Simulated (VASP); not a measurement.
# Mn2Al2Cu (P4mm) in VASP: notebook

Runs on Mn2Al2Cu. Level: PBE. Tasks: relaxation of cell and atoms, single point.

Everything below comes from runs of VASP 6.6.1. Logs are shortened: lines on timing, memory, paths and dates and some standing lists are left out, and cuts for length are marked.

## 1. The cell of the first run

The structure is tetragonal, space group P4mm (No. 99). The conventional cell has a = 3.601 Å, b = 3.601 Å, c = 5.711 Å, α = 90.00°, β = 90.00°, γ = 90.00°. Mn (site symmetry 4mm) has 4 Al at 2.07 Å and 1 Cu at 2.19 Å within 2.7 Å. Mn (site symmetry 4mm) has 4 Al at 2.59 Å and 4 Cu at 2.62 Å within 3.4 Å. Al (site symmetry 2mm) has 4 Mn at 2.07 to 2.59 Å and 4 Al at 2.55 Å within 2.7 Å. Cu (site symmetry 4mm) has 5 Mn at 2.19 to 2.62 Å within 2.9 Å.

The cell was generated, and may not be a known phase.

## 2. Relaxation of cell and atoms, PBE, collinear spin, antiferromagnetic start

File INCAR:

```
SYSTEM = Mn2Al2Cu
PREC = Accurate
ENCUT = 600
EDIFF = 1E-6
ISMEAR = 0
SIGMA = 0.1
LREAL = .FALSE.
LASPH = .TRUE.
NELM = 150
ALGO = Normal
ISIF = 3
LWAVE = .FALSE.
LCHARG = .FALSE.
ISPIN = 2
MAGMOM = -4 4 0 0 0
LORBIT = 11
LMAXMIX = 4
GGA = PE
IBRION = 2
NSW = 90
EDIFFG = -0.04
```

File KPOINTS:

```
Automatic mesh
0
G
  6 6 4
  0 0 0
```

File POSCAR:

```
Mn2Al2Cu
1.0
    3.6005286100      0.0000000000      0.0000000000
    0.0000000000      3.6005286100      0.0000000000
    0.0000000000      0.0000000000      5.7114535700
Mn Al Cu
2 2 1
Direct
    0.5000000000      0.5000000000      0.0412092900
    0.0000000000      0.0000000000      0.5359807000
    0.5000000000      0.0000000000      0.8616204900
    0.0000000000      0.5000000000      0.8616204900
    0.5000000000      0.5000000000      0.4250835400
```

Potentials or basis: VASP PAW PBE potentials, release 64 (Mn_pv, Al, Cu).

Command:

```bash
$ cat potpaw_PBE.64/Mn_pv/POTCAR potpaw_PBE.64/Al/POTCAR potpaw_PBE.64/Cu/POTCAR > POTCAR
$ mpirun -np 1 vasp_std > vasp.out
```

OUTCAR:

```text
SYSTEM = Mn2Al2Cu
   PREC = Accurate
   ENCUT = 600
   EDIFF = 1E-6
   ISMEAR = 0
   LREAL = .FALSE.
   LASPH = .TRUE.
   NELM = 150
   ISIF = 3
   ISPIN = 2
   LORBIT = 11
   GGA = PE
   IBRION = 2
   NSW = 90
   EDIFFG = -0.04

 ion  position               nearest neighbor table
   1  0.500  0.500  0.041-   3 2.07   4 2.07   3 2.07   4 2.07   5 2.19
   2  0.000  0.000  0.536-   3 2.59   4 2.59   4 2.59   3 2.59   5 2.62   5 2.62   5 2.62   5 2.62

   3  0.500  0.000  0.862-   1 2.07   1 2.07   4 2.55   4 2.55   4 2.55   4 2.55   2 2.59   2 2.59
                             5 3.08   5 3.08
   4  0.000  0.500  0.862-   1 2.07   1 2.07   3 2.55   3 2.55   3 2.55   3 2.55   2 2.59   2 2.59
                             5 3.08   5 3.08
   5  0.500  0.500  0.425-   1 2.19   2 2.62   2 2.62   2 2.62   2 2.62   3 3.08   4 3.08   4 3.08
                             3 3.08

  LATTYP: Found a simple tetragonal cell.
 ALAT       =     3.6005286100
 C/A-ratio  =     1.5862819571

  Lattice vectors:

 A1 = (   3.6005286100,   0.0000000000,   0.0000000000)
 A2 = (   0.0000000000,   3.6005286100,   0.0000000000)
 A3 = (   0.0000000000,   0.0000000000,   5.7114535700)

Analysis of symmetry for initial positions (statically):
=====================================================================
 Subroutine PRICEL returns:
 Original cell was already a primitive cell.

 Routine SETGRP: Setting up the symmetry group for a
 simple tetragonal supercell.

 Subroutine GETGRP returns: Found  8 space group operations
 (whereof  8 operations were pure point group operations)
 out of a pool of 16 trial point group operations.

The static configuration has the point symmetry C_4v.

Analysis of symmetry for dynamics (positions and initial velocities):
=====================================================================
 Subroutine PRICEL returns:
 Original cell was already a primitive cell.

 Routine SETGRP: Setting up the symmetry group for a
 simple tetragonal supercell.

 Subroutine GETGRP returns: Found  8 space group operations
 (whereof  8 operations were pure point group operations)
 out of a pool of 16 trial point group operations.

The dynamic configuration has the point symmetry C_4v.

Analysis of structural, dynamic, and magnetic symmetry:
=====================================================================
 Subroutine PRICEL returns:
 Original cell was already a primitive cell.

 Routine SETGRP: Setting up the symmetry group for a
 simple tetragonal supercell.

 Subroutine GETGRP returns: Found  8 space group operations
 (whereof  8 operations were pure point group operations)
 out of a pool of 16 trial point group operations.

The overall configuration has the point symmetry C_4v.

 Subroutine INISYM returns: Found  8 space group operations
 (whereof  8 operations are pure point group operations),
 and found     1 'primitive' translations

----------------------------------------------------------------------------------------

                                     Primitive cell

  volume of cell :      74.0422

  direct lattice vectors                    reciprocal lattice vectors
     3.600528610  0.000000000  0.000000000     0.277736996  0.000000000  0.000000000
     0.000000000  3.600528610  0.000000000     0.000000000  0.277736996  0.000000000
     0.000000000  0.000000000  5.711453570     0.000000000  0.000000000  0.175086777

  length of vectors
     3.600528610  3.600528610  5.711453570     0.277736996  0.277736996  0.175086777

  position of ions in fractional coordinates (direct lattice)
     0.500000000  0.500000000  0.041209290
     0.000000000  0.000000000  0.535980700
     0.500000000  0.000000000  0.861620490
     0.000000000  0.500000000  0.861620490
     0.500000000  0.500000000  0.425083540

  ion indices of the primitive-cell ions
   primitive index   ion index
                 1           1
                 2           2
                 3           3
                 4           4
[... 52 lines left out ...]
  0.333333  0.000000  0.500000      4.000000
[... 38 lines left out ...]
  volume of cell :       74.04
 maximum number of plane-waves:      2495
 NGX is ok and might be reduce to    30
   NGX = 15   NGY = 15   NGZ = 23

--------------------------------------- Ionic step        1  -------------------------------------------

 number of electron      42.9999984 magnetization       5.7140078

 Free energy of the ion-electron system (eV)
  ---------------------------------------------------
  ext. energy  EPLUGINS =         0.00000000
  ---------------------------------------------------
  free energy    TOTEN  =       -23.17015455 eV

  energy without entropy =      -23.15029491  energy(sigma->0) =      -23.16022473

------------------------ aborting loop because EDIFF is reached ----------------------------------------

  FORCE on cell =-STRESS in cart. coord.  units (eV):
  Direction    XX          YY          ZZ          XY          YZ          ZX
  --------------------------------------------------------------------------------------
  -------------------------------------------------------------------------------------
  Total       15.9903027     15.9903027     10.5864305      0.0000000      0.0000000      0.0000000
  in kB      346.0095485    346.0095485    229.0767166      0.0000000      0.0000000      0.0000000
  external PRESSURE =     307.0319379 kB  Pullay stress =       0.0000000 kB
[... 28 lines left out ...]
 number of electron      42.9999954 magnetization       0.3859614

 number of electron      42.9999942 magnetization      -4.4214915

 E-fermi :   3.9541     XC(G=0):  -9.4764

 val. band max:        3.9395560420   @ k =   0.3333   0.3333   0.5000
 cond. band min:       3.9545627890   @ k =   0.5000   0.0000   0.2500
 fundamental gap:      0.0150067470
 Fermi energy:         3.9540947167

 spin component 1

 k-point     1 :       0.0000    0.0000    0.0000
  band No.  band energies     occupation
      1     -43.4579      1.00000
      2     -43.4578      1.00000
      3     -43.1378      1.00000
      4     -42.2898      1.00000
      5     -42.2559      1.00000
      6     -42.2559      1.00000
[... 1410 lines left out ...]
  FREE ENERGIE OF THE ION-ELECTRON SYSTEM (eV)
  ---------------------------------------------------
  free  energy   TOTEN  =       -25.8338197011 eV

  energy  without entropy=      -25.8103858631  energy(sigma->0) =      -25.82210278

[... ionic steps 4 to 29 ...]

--------------------------------------- Ionic step       30  -------------------------------------------

 number of electron      42.9999957 magnetization      -6.1372270

------------------------ aborting loop because EDIFF is reached ----------------------------------------
[... 73 lines left out ...]
--------------------------------------- Ionic step       32  -------------------------------------------

 number of electron      42.9999964 magnetization      -6.0919332

 Free energy of the ion-electron system (eV)
  ---------------------------------------------------
  ext. energy  EPLUGINS =         0.00000000
  ---------------------------------------------------
  free energy    TOTEN  =       -27.84551828 eV

  energy without entropy =      -27.82808440  energy(sigma->0) =      -27.83680134

 E-fermi :   7.0014     XC(G=0): -11.0396

 val. band max:        6.9951065146   @ k =   0.5000   0.0000   0.2500
 cond. band min:       7.0049703846   @ k =   0.5000   0.3333   0.0000
 fundamental gap:      0.0098638700
 Fermi energy:         7.0014394872

 spin component 1

 k-point     1 :       0.0000    0.0000    0.0000
  band No.  band energies     occupation
      1     -39.3865      1.00000
      2     -39.2018      1.00000
      3     -39.2018      1.00000
      4     -38.9572      1.00000
      5     -38.9045      1.00000
      6     -38.9045      1.00000
[... 1371 lines left out ...]
  FREE ENERGIE OF THE ION-ELECTRON SYSTEM (eV)
  ---------------------------------------------------
  free  energy   TOTEN  =       -27.8455182848 eV

  energy  without entropy=      -27.8280844002  energy(sigma->0) =      -27.83680134

 reached required accuracy - stopping structural energy minimisation

 total charge

# of ion       s       p       d       tot
------------------------------------------
    1        0.346   6.274   5.203  11.823
    2        0.246   6.153   4.912  11.312
    3        0.428   0.405   0.000   0.833
    4        0.428   0.405   0.000   0.833
    5        0.520   0.454   9.118  10.093
--------------------------------------------------
tot          1.969  13.692  19.233  34.894

 magnetization (x)

# of ion       s       p       d       tot
------------------------------------------
    1       -0.008  -0.007  -2.315  -2.331
    2       -0.030  -0.023  -3.737  -3.790
    3        0.013   0.034   0.000   0.048
    4        0.013   0.034   0.000   0.048
    5        0.023   0.037  -0.058   0.003
--------------------------------------------------
tot          0.012   0.075  -6.110  -6.023
```

Wall time 56 min (1 thread of Intel Xeon 6975P-C (Granite Rapids), shared host); peak memory 0.33 GiB.

Results:

```yaml
Free_energy: -27.8455 eV
Relaxed_volume: 15.55 Å³/atom
Relaxed_cell: a = 3.863 Å, b = 3.863 Å, c = 5.213 Å, α = 90.00°, β = 90.00°, γ = 90.00°
Space_group_after_relaxing_to_0.1_Å: P4mm (No. 99)
Energy_gained_by_relaxing: 935.1 meV/atom
Ionic_steps: 32
Pressure_after_relaxing: 0.0 GPa
Largest_force_after_relaxing: 0.030 eV/Å
Net_moment: -6.09 μB per cell
Site_moments: Mn -2.33, -3.79; Al +0.05; Cu +0.00 μB
Valence_electrons_inside_the_program's_atomic_spheres: Mn 11.82, 11.31; Al 0.83; Cu 10.09
```

Forces in eV/Å, atoms in the order of the input:
```
Mn   0.000  0.000  0.006
Mn   0.000  0.000 -0.030
Al   0.000  0.000  0.005
Al   0.000  0.000  0.005
Cu   0.000  0.000  0.014
```

Step by step:
| step | energy change (eV) | largest force (eV/Å) | pressure (GPa) | volume (Å³) |
| --- | --- | --- | --- | --- |
| 1 | 0.0000 | 6.9943 | 30.70 | 74.04 |
| 2 | -1.2505 | 2.6280 | -10.03 | 108.73 |
| 3 | -2.6637 | 2.6370 | 0.42 | 91.05 |
| 4 | -2.7168 | 2.7089 | -2.23 | 94.39 |
| 5 | -3.1578 | 1.4901 | -3.39 | 93.58 |
| 6 | -3.5750 | 1.2724 | -3.79 | 92.06 |
| 7 | -3.1161 | 1.9243 | 1.40 | 88.58 |
| 8 | -3.5956 | 1.0965 | -3.47 | 91.23 |
| 9 | -3.8433 | 0.9922 | 1.51 | 83.75 |
| 10 | -3.8531 | 1.0087 | 2.01 | 83.17 |
| 11 | -4.0325 | 0.9082 | 0.61 | 82.62 |
| 12 | -4.0755 | 0.9955 | 0.44 | 82.21 |
| 13 | -4.1240 | 0.8638 | 0.54 | 82.37 |
| 14 | -4.2347 | 0.5172 | -1.70 | 83.21 |
| 15 | -4.3002 | 0.4200 | -3.92 | 84.25 |
| 16 | -4.3833 | 0.3461 | -2.34 | 81.87 |
| 17 | -4.4636 | 0.7487 | 4.20 | 74.95 |
| 18 | -4.4720 | 0.5202 | 2.02 | 76.81 |
| 19 | -4.5234 | 0.4957 | 2.54 | 76.02 |
| 20 | -4.5733 | 0.5484 | 5.19 | 73.54 |
| 21 | -4.6216 | 0.4464 | 3.59 | 74.89 |
| 22 | -4.6377 | 0.3269 | 2.02 | 76.49 |
| 23 | -4.6586 | 0.2320 | 0.86 | 77.23 |
| 24 | -4.6701 | 0.1098 | -0.93 | 78.76 |
| 25 | -4.6709 | 0.1372 | -0.54 | 78.43 |
| 26 | -4.6730 | 0.0871 | -0.27 | 78.14 |
| 27 | -4.6742 | 0.0514 | 0.25 | 77.62 |
| 28 | -4.6743 | 0.0538 | 0.20 | 77.72 |
| 29 | -4.6747 | 0.0512 | 0.02 | 77.81 |
| 30 | -4.6749 | 0.0492 | -0.19 | 77.97 |
| 31 | -4.6752 | 0.0417 | -0.15 | 77.90 |
| 32 | -4.6754 | 0.0304 | 0.00 | 77.77 |

Final structure:
```cif
data_structure
_symmetry_space_group_name_H-M 'P 1'
_symmetry_Int_Tables_number 1
_cell_length_a 3.8626
_cell_length_b 3.8626
_cell_length_c 5.2126
_cell_angle_alpha 90.000
_cell_angle_beta 90.000
_cell_angle_gamma 90.000
_cell_volume 77.77
loop_
_atom_site_label
_atom_site_type_symbol
_atom_site_fract_x
_atom_site_fract_y
_atom_site_fract_z
_atom_site_occupancy
Mn1 Mn 0.50000 0.50000 0.13473 1
Mn2 Mn 0.00000 0.00000 0.30853 1
Al1 Al 0.50000 0.00000 0.85530 1
Al2 Al 0.00000 0.50000 0.85530 1
Cu1 Cu 0.50000 0.50000 0.57165 1
```

Caveat: the highest band is partly filled, so the run has too few bands; the antiferromagnetic order is the one typed at the start, and another may lie lower.

## 3. Single point, PBE, collinear spin, antiferromagnetic start

File INCAR:

```
SYSTEM = Mn2Al2Cu
PREC = Accurate ; ENCUT = 520
EDIFF = 1E-6 ; ISMEAR = 0
SIGMA = 0.1 ; LREAL = .FALSE.
LASPH = .TRUE. ; NELM = 150
ALGO = Fast ; ISIF = 2
LWAVE = .FALSE. ; LCHARG = .TRUE.
ISPIN = 2 ; MAGMOM = -4 4 0 0 0
LORBIT = 11 ; LMAXMIX = 4
GGA = PE ; LELF = .TRUE.
LVHAR = .TRUE. ; NBANDS = 34
```

KPOINTS is that of step 2.

POSCAR is that of step 2.

Potentials or basis: VASP PAW PBE potentials, release 64 (Mn_pv, Al, Cu).

Command:

```bash
$ cat potpaw_PBE.64/Mn_pv/POTCAR potpaw_PBE.64/Al/POTCAR potpaw_PBE.64/Cu/POTCAR > POTCAR
$ mpirun -np 1 vasp_std > vasp.out
```

It took 8.8 min on 1 thread of Intel Xeon 8259CL, shared host; peak memory 0.28 GiB.

The run converged. Its results:

```yaml
Free_energy: -23.1699 eV
Pressure: 30.7 GPa
Largest_force: 6.995 eV/Å
Net_moment: 5.71 μB per cell
Site_moments: Mn +1.79, +3.64; Al -0.03; Cu +0.12 μB
Valence_electrons_inside_the_program's_atomic_spheres: Mn 12.41, 11.53; Al 1.01; Cu 9.97
```

Forces in eV/Å, atoms in the order of the input:
```
Mn   0.000  0.000  6.995
Mn   0.000  0.000 -1.980
Al   0.000  0.000 -3.519
Al   0.000  0.000 -3.519
Cu   0.000  0.000  2.022
```

Stress tensor (GPa, compression positive):
```
34.60  0.00  0.00
 0.00 34.60  0.00
 0.00  0.00 22.90
```

Levels at points of the mesh, in eV from the Fermi level:
Spin up:
```
           k point  band 22  band 23  band 24  band 25  band 26  band 27  band 28  band 29
(0.00, 0.00, 0.00)    -1.41    -1.20    -0.56     1.57     1.57     3.84     5.63     6.45
(0.50, 0.00, 0.00)    -1.69    -1.13    -0.14    -0.12     0.85     1.31     4.32     4.73
(0.50, 0.50, 0.00)    -1.52    -1.14    -0.80    -0.52     1.47     1.47     1.78     3.73
(0.00, 0.00, 0.50)    -1.47    -1.15     1.88     2.62     2.62     3.38     4.47     4.47
(0.50, 0.00, 0.50)    -1.60    -1.59    -1.08    -0.71     3.77     4.21     4.68     4.74
(0.50, 0.50, 0.50)    -0.83    -0.80    -0.80    -0.31     0.29     0.29     1.29     3.06
```
Spin down:
```
           k point  band 14  band 15  band 16  band 17  band 18  band 19  band 20  band 21  band 22  band 23
(0.00, 0.00, 0.00)    -2.96    -1.70    -1.34    -1.34     0.04     0.27     0.28     0.70     0.70     0.91
(0.50, 0.00, 0.00)    -2.20    -2.03    -1.68    -0.84    -0.61    -0.10     0.22     0.29     0.62     0.69
(0.50, 0.50, 0.00)    -2.87    -2.50    -0.75    -0.75    -0.40     0.18     0.18     0.27     0.30     0.82
(0.00, 0.00, 0.50)    -1.81    -1.65    -1.65    -1.59    -0.46     0.04     0.26     0.54     0.54     1.42
(0.50, 0.00, 0.50)    -2.91    -2.37    -1.24    -1.07    -0.92     0.26     0.33     0.42     0.71     0.76
(0.50, 0.50, 0.50)    -3.01    -2.50    -1.68    -0.90    -0.90    -0.20     0.30     0.34     0.34     0.50
```

Caveat: the stress differs along the axes, from 23 to 35 GPa; the antiferromagnetic order is the one typed at the start, and another may lie lower; forces of over 1 eV/Å act on the atoms, so gaps and moduli don't describe the material at rest.

## 4. Single point, PBE, collinear spin, antiferromagnetic start

This run uses another cell than the first one, of 15.55 Å³/atom.

File INCAR:

```
SYSTEM = Mn2Al2Cu
ALGO = Normal ; EDIFF = 1E-6
ENCUT = 520 ; GGA = PE
ISIF = 2 ; ISMEAR = 0
ISPIN = 2 ; LASPH = .True.
LCHARG = .False. ; LMAXMIX = 4
LORBIT = 11 ; LREAL = .False.
LWAVE = .False. ; MAGMOM = -4 4 0 0 0
NBANDS = 34 ; NELM = 150
PREC = Accurate ; SIGMA = 0.1
```

File KPOINTS:

```
k-points
0
Gamma
  6 6 4
  0 0 0
```

File POSCAR:

```
Mn2Al2Cu
1.0
    3.8662875945      0.0000000000      0.0000000000
    0.0000000000      3.8662875945      0.0000000000
    0.0000000000      0.0000000000      5.2021102117
Mn Al Cu
2 2 1
Direct
    0.5000000000      0.5000000000      0.1362717631
    0.0000000000      0.0000000000      0.3037671787
    0.5000000000      0.0000000000      0.8557633819
    0.0000000000      0.5000000000      0.8557633819
    0.5000000000      0.5000000000      0.5739488044
```

Command:

```bash
$ cat potpaw_PBE.64/Mn_pv/POTCAR potpaw_PBE.64/Al/POTCAR potpaw_PBE.64/Cu/POTCAR > POTCAR
$ mpirun -np 1 vasp_std > vasp.out
```

It took 4.2 min on 1 thread of Intel Xeon 8259CL, shared host; peak memory 0.28 GiB.

The run converged. Its results:

| Property | Result |
| --- | --- |
| Free energy | -27.6731 eV |
| Pressure | 2.0 GPa |
| Largest force | 0.433 eV/Å |
| Net moment | 1.21 μB per cell |
| Site moments | Mn -2.56, +3.84; Al +0.01; Cu -0.06 μB |
| Valence electrons inside the program's atomic spheres | Mn 11.81, 11.31; Al 0.84; Cu 10.09 |

Forces in eV/Å, atoms in the order of the input:
```
Mn   0.000  0.000  0.041
Mn   0.000  0.000  0.433
Al   0.000  0.000 -0.301
Al   0.000  0.000 -0.301
Cu   0.000  0.000  0.128
```

Stress tensor (GPa, compression positive):
```
1.35 0.00 0.00
0.00 1.35 0.00
0.00 0.00 3.17
```

Levels at points of the mesh, in eV from the Fermi level:
Spin up:
| k point | band 18 | band 19 | band 20 | band 21 | band 22 | band 23 | band 24 | band 25 | band 26 | band 27 |
| --- | --- | --- | --- | --- | --- | --- | --- | --- | --- | --- |
| (0.00, 0.00, 0.00) | -2.35 | -1.75 | -0.88 | -0.88 | -0.50 | 0.79 | 0.79 | 0.97 | 1.24 | 3.22 |
| (0.50, 0.00, 0.00) | -2.26 | -1.55 | -1.23 | -0.23 | -0.20 | 0.00 | 0.15 | 0.88 | 1.99 | 2.63 |
| (0.50, 0.50, 0.00) | -2.59 | -2.28 | -2.21 | -0.34 | -0.34 | 0.51 | 0.80 | 0.86 | 2.04 | 2.04 |
| (0.00, 0.00, 0.50) | -2.38 | -1.04 | -1.04 | -0.92 | -0.55 | 0.96 | 2.40 | 2.40 | 2.67 | 3.20 |
| (0.50, 0.00, 0.50) | -2.60 | -2.49 | -2.07 | -0.70 | -0.19 | 0.08 | 0.59 | 0.86 | 3.78 | 3.80 |
| (0.50, 0.50, 0.50) | -2.28 | -1.99 | -1.99 | -1.48 | -1.48 | -0.44 | -0.18 | 0.86 | 1.22 | 1.22 |
Spin down:
```tsv
k point	band 17	band 18	band 19	band 20	band 21	band 22	band 23	band 24	band 25	band 26
(0.00, 0.00, 0.00)	-1.89	-1.89	-0.33	-0.13	-0.13	0.77	0.77	0.94	1.11	1.42
(0.50, 0.00, 0.00)	-1.74	-1.70	-0.88	-0.71	-0.10	0.19	0.49	1.23	1.58	2.51
(0.50, 0.50, 0.00)	-2.06	-1.58	-1.44	-1.26	-0.66	-0.48	-0.48	1.72	1.85	2.43
(0.00, 0.00, 0.50)	-2.52	-1.96	0.22	0.22	0.28	1.10	1.42	2.34	2.42	2.42
(0.50, 0.00, 0.50)	-2.39	-2.28	-1.52	-1.32	0.47	0.84	1.09	1.32	1.65	3.11
(0.50, 0.50, 0.50)	-1.70	-1.70	-1.59	-1.52	-1.12	-0.76	-0.76	0.70	1.62	1.62
```

Caveat: the antiferromagnetic order is the one typed at the start, and another may lie lower.

## 5. Overview

| task | cell | cutoff (eV) | gap on the mesh (eV) | pressure (GPa) | moment (μB) | largest force (eV/Å) |
| --- | --- | --- | --- | --- | --- | --- |
| relaxation of cell and atoms | relaxed from a = 3.601, b = 3.601, c = 5.711 Å, 5 atoms, atomic positions A | 600 | - | 0.0 | 6.09 | 0.03 |
| single point | a = 3.601, b = 3.601, c = 5.711 Å, 5 atoms, atomic positions A | 520 | none | 30.7 | 5.71 | 6.99 |
| single point | a = 3.866, b = 3.866, c = 5.202 Å, 5 atoms, atomic positions B | 520 | none | 2.0 | 1.21 | 0.43 |

Alike in all rows: level PBE; potentials or basis VASP PAW PBE potentials, release 64 (Mn_pv, Al, Cu); spin collinear, antiferromagnetic start; k mesh 6 × 6 × 4; smearing gaussian 0.1 eV.

Caveats: the antiferromagnetic order is the one typed at the start, and another may lie lower; the highest band is partly filled, so the run has too few bands (at least some runs); the stress differs along the axes, from 23 to 35 GPa (at least some runs); forces of over 1 eV/Å act on the atoms, so gaps and moduli don't describe the material at rest (at least some runs).

Absolute energies hang on the potentials; compare differences alone.
